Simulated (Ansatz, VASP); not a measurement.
# Sn2TeAs2: VASP beside Ansatz

INCAR

```
SYSTEM = Sn2TeAs2
  ALGO = Normal
  EDIFF = 1E-7
  EDIFFG = -0.01
  ENCUT = 600
  GGA = PE
  IBRION = 2
  ISIF = 3
  ISMEAR = 0
  LASPH = .TRUE.
  LCHARG = .FALSE.
  LREAL = .FALSE.
  LWAVE = .FALSE.
  NELM = 100
  NSW = 100
  PREC = Accurate
  SIGMA = 0.1
```

File KPOINTS:

```
k-points
0
G
  12 12 4
  0 0 0
```

Contents of POSCAR:

```
Sn2TeAs2
1.0
    4.0531556709      0.0000000000      0.0000000000
   -2.0265778354      3.5101357765      0.0000000000
    0.0000000000      0.0000000000      9.4018989563
Sn Te As
2 1 2
Direct
    0.6666666667      0.3333333333      0.7762577925
    0.3333333333      0.6666666667      0.2237422075
    0.0000000000      0.0000000000      0.0000000000
    0.6666666667      0.3333333333      0.4093091451
    0.3333333333      0.6666666667      0.5906908549
```

Input for Ansatz:

```yaml
crystal:
  lattice:
    - [4.0531556709, 0.0, 0.0]
    - [-2.0265778354, 3.5101357765, 0.0]
    - [0.0, 0.0, 9.4018989563]
  atoms:
    - { symbol: Sn, position: [0.6666666667, 0.3333333333, 0.7762577925] }
    - { symbol: Sn, position: [0.3333333333, 0.6666666667, 0.2237422075] }
    - { symbol: Te, position: [0.0, 0.0, 0.0] }
    - { symbol: As, position: [0.6666666667, 0.3333333333, 0.4093091451] }
    - { symbol: As, position: [0.3333333333, 0.6666666667, 0.5906908549] }
basis:
  ecutwfc: 420
kpoints:
  mp_grid: { grid: [12, 12, 4] }
hamiltonian:
  xc: pbe
scf:
  occupations: { method: gaussian, width: 0.1 }
output:
  forces: true
  stress: true
  eigenvalues: true
  write_density: true
  write_potential: true
  elf: true
  volumetric_format: npy
relax:
  adjacent_minimum: "off"
  f_tol: 0.01
  max_steps: 80
  cell: { stress_tol: 0.05 }
```

Change from the starting cell: species swapped into the SrAl2Si2 type (P-3m1, No. 164).

Alike in both runs: task relaxation of cell and atoms; functional PBE; k mesh 12 × 12 × 4; occupations gaussian, width 0.1 eV; no spin polarisation.

|  | VASP | Ansatz |
| --- | --- | --- |
| version | VASP 6.6.1 | Ansatz 0.2.0 |
| potentials or method | VASP PAW PBE potentials, release 64 (Sn_d, Te, As), cutoff 600 eV | scalar-relativistic, plane waves, PAW |
| valence electrons in the cell | 44 | 74 |

VASP gave:

* gap on the k mesh at the Fermi level, each at its own relaxed structure (eV): none
* relaxed volume (Å³/atom): 27.02
* relaxed length of the cell vector where the two differ most in proportion (Å): 9.387

Estimate Ansatz's values.

gap on the k mesh at the Fermi level, each at its own relaxed structure (eV): none; relaxed volume (Å³/atom): 27.02; relaxed length of the cell vector where the two differ most in proportion (Å): 9.389.

A gap of «none» marks a metal or a gap that the smearing closes. VASP's potentials hold 44 valence electrons a cell and Ansatz's 74, so a difference there can come from the potentials and not from the codes.

Spin-orbit coupling is off throughout.
